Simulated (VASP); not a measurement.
# Sb (Im-3m) in VASP: a series of runs

The runs below take Sb through single point, with revPBE+D4, PBE.

Everything below comes from runs of VASP 6.6.1. Logs are shortened: lines on timing, memory, paths and dates and some standing lists are left out, and cuts for length are marked.

## 1. The cell of the first run

It takes space group Im-3m (No. 229, cubic). Conventional cell: a = 3.725 Å, b = 3.725 Å, c = 3.725 Å, α = 90.00°, β = 90.00°, γ = 90.00°. Within 4.2 Å of Sb (site symmetry m-3m) lie 14 Sb at 3.23 to 3.72 Å.

## 2. Single point, revPBE+D4

The input, INCAR:

```
SYSTEM = Sb
PREC = Accurate
ENCUT = 520
EDIFF = 1E-6
ISMEAR = -1
SIGMA = 0.05
LREAL = .FALSE.
LASPH = .TRUE.
NELM = 100
ALGO = Normal
ISIF = 2
LWAVE = .FALSE.
LCHARG = .FALSE.
GGA = RE
IVDW = 13
NBANDS = 8
```

The input, KPOINTS:

```
regular mesh
0
G
  10 10 10
  0 0 0
```

The input, POSCAR:

```
Sb
1.0
   -1.8623218731      1.8623218731      1.8623218731
    1.8623218731     -1.8623218731      1.8623218731
    1.8623218731      1.8623218731     -1.8623218731
Sb
1
Direct
    0.0000000000      0.0000000000      0.0000000000
```

Potentials or basis: VASP PAW PBE potentials, release 64 (Sb).

Started as:

```console
$ cat potpaw_PBE.64/Sb/POTCAR > POTCAR
$ mpirun -np 1 vasp_std > vasp.out
```

OUTCAR:

```text
SYSTEM = Sb
   PREC = Accurate
   ENCUT = 520
   EDIFF = 1E-6
   ISMEAR = -1
   LREAL = .FALSE.
   LASPH = .TRUE.
   NELM = 100
   ISIF = 2
   GGA = RE
   IVDW = 13

 ion  position               nearest neighbor table
   1  0.000  0.000  0.000-

  LATTYP: Found a body centered cubic cell.
 ALAT       =     3.7246437462

  Lattice vectors:

 A1 = (  -1.8623218731,   1.8623218731,   1.8623218731)
 A2 = (   1.8623218731,  -1.8623218731,   1.8623218731)
 A3 = (   1.8623218731,   1.8623218731,  -1.8623218731)

Analysis of symmetry for initial positions (statically):
=====================================================================
 Subroutine PRICEL returns:
 Original cell was already a primitive cell.

 Routine SETGRP: Setting up the symmetry group for a
 body centered cubic supercell.

 Subroutine GETGRP returns: Found 48 space group operations
 (whereof 48 operations were pure point group operations)
 out of a pool of 48 trial point group operations.

The static configuration has the point symmetry O_h .

Analysis of symmetry for dynamics (positions and initial velocities):
=====================================================================
 Subroutine PRICEL returns:
 Original cell was already a primitive cell.

 Routine SETGRP: Setting up the symmetry group for a
 body centered cubic supercell.

 Subroutine GETGRP returns: Found 48 space group operations
 (whereof 48 operations were pure point group operations)
 out of a pool of 48 trial point group operations.

The dynamic configuration has the point symmetry O_h .

 Subroutine INISYM returns: Found 48 space group operations
 (whereof 48 operations are pure point group operations),
 and found     1 'primitive' translations

----------------------------------------------------------------------------------------

                                     Primitive cell

  volume of cell :      25.8359

  direct lattice vectors                    reciprocal lattice vectors
    -1.862321873  1.862321873  1.862321873     0.000000000  0.268482053  0.268482053
     1.862321873 -1.862321873  1.862321873     0.268482053  0.000000000  0.268482053
     1.862321873  1.862321873 -1.862321873     0.268482053  0.268482053  0.000000000

  length of vectors
     3.225636104  3.225636104  3.225636104     0.379690961  0.379690961  0.379690961

[... 77 lines left out ...]
   NELM   =    100;   NELMIN=  2; NELMDL= -5     # of ELM steps
   EDIFF  = 0.1E-05   stopping-criterion for ELM
   LREAL  =      F    real-space projection
   EDIFFG = 0.1E-04   stopping-criterion for IOM
   NSW    =      0    number of steps for IOM
   IBRION =     -1    ionic relax: 0-MD 1-quasi-New 2-CG
   NFREE  =      0    steps in history (QN), initial steepest desc. (CG)
   ISIF   =      2    stress and relaxation
   ISYM   =      2    0-nonsym 1-usesym 2-fastsym
   POTIM  = 0.5000    time-step for ionic-motion
   TEBEG  =    0.0;   TEEND  =   0.0 temperature during run
   PSTRESS=    0.0 pullay stress
   NELECT =       5.0000    total number of electrons
   NUPDOWN=      -1.0000    fix difference up-down
   EMIN   =  10.00;   EMAX   =-10.00  energy-range for DOS
   EFERMI =   0.00;   METHOD = LEGACY
   ISMEAR =    -1;   SIGMA  =   0.05  broadening in eV -4-tet -1-fermi 0-gaus
   EFERMI_NEDOS =   21; number of points for ismear=-14 and -15
   IALGO  =     38    algorithm
   IMIX   =      4    mixing-type and parameters
     AMIX     =   0.40;   BMIX     =  1.00
     AMIX_MAG =   1.60;   BMIX_MAG =  1.00
  volume/ion in A,a.u.               =      25.84       174.35
  Fermi-wavevector in a.u.,A,eV,Ry     =   0.946942  1.789461 12.200335  0.896699
  Thomas-Fermi vector in A             =   2.074988
   LORBIT       =      0    0 simple, 1 ext, 2 COOP (PROOUT), +10 PAW based schemes
   GGA     = RE    functional components
   LHFCALC =     F    Hartree Fock is set to
   AEXX    =    0.0000 exact exchange contribution
   IVDW    =    13    specifies the selected vdW correction
   LEPSILON=     F    determine dielectric tensor
   LRPA    =     F    only Hartree local field effects (RPA)
 non-spin polarized calculation
  energy-cutoff  :      520.00
  volume of cell :       25.84
 maximum number of plane-waves:       709
   NGX = 11   NGY = 11   NGZ = 11

 number of electron       4.9999999 magnetization

 Free energy of the ion-electron system (eV)
  ---------------------------------------------------
  ext. energy  EPLUGINS =         0.00000000
  ---------------------------------------------------
  free energy    TOTEN  =        -3.54474166 eV

  energy without entropy =       -3.53557686  energy(sigma->0) =       -3.54015926

 E-fermi :   9.0683     XC(G=0): -10.3826

 val. band max:        9.0670265649   @ k =   0.3000   0.1000   0.1000
 cond. band min:       9.1277782467   @ k =   0.5000   0.5000   0.3000
 fundamental gap:      0.0607516818
 Fermi energy:         9.0682655724

 k-point     1 :       0.0000    0.0000    0.0000
  band No.  band energies     occupation
      1      -4.0891      2.00000
      2      14.9240      0.00000
      3      14.9240      0.00000
      4      14.9240      0.00000
      5      19.7526      0.00000
      6      19.7526      0.00000
      7      19.7526      0.00000
      8      20.8689      0.00000
[... 243 lines left out ...]
 k-point    24 :      -0.3000    0.3000    0.1000
  band No.  band energies     occupation
      1      -1.9442      2.00000
      2       7.4401      2.00000
      3      11.1449      0.00000
      4      12.5502      0.00000
      5      16.7969      0.00000
      6      17.6838      0.00000
      7      18.9135      0.00000
      8      24.1606      0.00000

 [... further k-points ...]

------------------------ aborting loop because EDIFF is reached ----------------------------------------

  DFT-D4 for vdW energy calculation

  Edisp (eV):   -0.93117

  FORCE on cell =-STRESS in cart. coord.  units (eV):
  Direction    XX          YY          ZZ          XY          YZ          ZX
  --------------------------------------------------------------------------------------
  -------------------------------------------------------------------------------------
  Total      -0.03129    -0.03129    -0.03129     0.00000     0.00000    -0.00000
  in kB      -1.94017    -1.94017    -1.94017     0.00000     0.00000    -0.00000
  external pressure =       -1.94 kB  Pullay stress =        0.00 kB

 VOLUME and BASIS-vectors are now :
 -----------------------------------------------------------------------------
  energy-cutoff  :      520.00
  volume of cell :       25.84
      direct lattice vectors                 reciprocal lattice vectors
    -1.862321873  1.862321873  1.862321873     0.000000000  0.268482053  0.268482053
     1.862321873 -1.862321873  1.862321873     0.268482053  0.000000000  0.268482053
     1.862321873  1.862321873 -1.862321873     0.268482053  0.268482053  0.000000000

 POSITION                                       TOTAL-FORCE (eV/Angst)
 -----------------------------------------------------------------------------------
      0.00000      0.00000      0.00000        -0.000000     -0.000000      0.000000
 -----------------------------------------------------------------------------------
    total drift:                                0.000000     -0.000000     -0.000000

  FREE ENERGIE OF THE ION-ELECTRON SYSTEM (eV)
  ---------------------------------------------------
  free  energy   TOTEN  =        -4.4759159414 eV

  energy  without entropy=       -4.4667511476  energy(sigma->0) =       -4.47133354
```

OSZICAR:

```text
N       E                     dE             d eps       ncg     rms          rms(c)
DAV:   1     0.530985371246E+01    0.53099E+01   -0.17568E+03   768   0.414E+02
DAV:   2    -0.345845978707E+01   -0.87683E+01   -0.84063E+01  1024   0.527E+01
DAV:   3    -0.354634969954E+01   -0.87890E-01   -0.87721E-01   976   0.594E+00
DAV:   4    -0.354655619655E+01   -0.20650E-03   -0.20649E-03  1016   0.341E-01
DAV:   5    -0.354655680259E+01   -0.60604E-06   -0.60580E-06  1080   0.133E-02    0.193E+00
DAV:   6    -0.354530616963E+01    0.12506E-02   -0.16006E-03   872   0.231E-01    0.112E+00
DAV:   7    -0.354471490120E+01    0.59127E-03   -0.36530E-03   880   0.343E-01    0.637E-02
DAV:   8    -0.354474088224E+01   -0.25981E-04   -0.64222E-05   992   0.602E-02    0.560E-03
DAV:   9    -0.354474165849E+01   -0.77625E-06   -0.10674E-06  1008   0.763E-03
   1 F= -.44759159E+01 E0= -.44713335E+01  d E =-.916479E-02
```

stdout:

```text
POSCAR found type information on POSCAR Sb
 POSCAR found :  1 types and       1 ions
 scaLAPACK will be used
 -----------------------------------------------------------------------------
|                                                                             |
|                                                                             |
|     You enforced a specific xc type in the INCAR file but a different       |
|     I HOPE YOU KNOW WHAT YOU ARE DOING!                                     |
|                                                                             |
 -----------------------------------------------------------------------------

 LDA part: xc-table for (Slater+PW92), standard interpolation
 POSCAR, INCAR and KPOINTS ok, starting setup
 FFT: planning ... GRIDC
 FFT: planning ... GRID_SOFT
 FFT: planning ... GRID
 WAVECAR not read
 entering main loop
```

Wall time 6.5 s (1 thread of Intel Xeon Platinum 8259CL at 2.50GHz (Skylake/Cascade Lake), shared host); peak memory 0.14 GiB.

What came out:

```
Free energy                : -4.4759 eV
Pressure                   : -0.2 GPa
Dispersion energy per atom : -0.931 eV
```

Caveat: the PAW data sets were made with another functional, which shifts forces and pressure a little; spin-orbit coupling is left out, which moves the levels of the heavy elements; pairwise dispersion overbinds metals, which lowers pressure and volume.

## 3. Single point, PBE

This run uses another cell than the first one, of 26.21 Å³/atom, 1.015 times its volume.

The input, INCAR:

```
ALGO     = Normal         # electronic algorithm
EDIFF    = 1E-6           # SCF threshold, eV
ENCUT    = 520            # plane-wave cutoff, eV
GGA      = PE             # functional
ISIF     = 2              # what is computed and relaxed
ISMEAR   = 0              # smearing method
LASPH    = T              # aspherical terms in the spheres
LCHARG   = F              # write CHGCAR
LREAL    = F              # projectors in reciprocal space
LWAVE    = F              # write WAVECAR
NBANDS   = 8              # bands
NELM     = 80             # most SCF steps
PREC     = Accurate       # precision mode
SIGMA    = 0.028999999999999998 # smearing width, eV
```

The input, KPOINTS:

```
k-points
0
Gamma
  10 10 10
```

The input, POSCAR:

```
Sb
1.0
   -1.8713408863      1.8713408863      1.8713408863
    1.8713408863     -1.8713408863      1.8713408863
    1.8713408863      1.8713408863     -1.8713408863
Sb
1
Direct
    0.0000000000      0.0000000000      0.0000000000
```

Potentials or basis: VASP PAW PBE potentials, release 64 (Sb).

Started as:

```console
$ cat potpaw_PBE.64/Sb/POTCAR > POTCAR
$ mpirun -np 1 vasp_std > vasp.out
```

Wall time 6.2 s (1 thread of Intel Xeon Platinum 8259CL at 2.50GHz (Skylake/Cascade Lake), shared host); peak memory 0.14 GiB.

The run converged. Its results:

* Free energy: -3.8853 eV
* Pressure: 3.0 GPa

Levels at points of the mesh, in eV from the Fermi level:
```
           k point  band 1  band 2  band 3  band 4  band 5  band 6  band 7  band 8
(0.00, 0.00, 0.00)  -13.04    5.72    5.72    5.72   10.67   10.67   10.67   11.84
(0.50, 0.00, 0.00)   -8.84   -5.74    1.77    3.85    6.53    6.97   13.94   15.31
(0.50, 0.50, 0.50)   -5.44   -2.04   -2.04   -2.04    2.93    2.93   17.72   17.72
```

Caveat: spin-orbit coupling is left out, which moves the levels of the heavy elements.
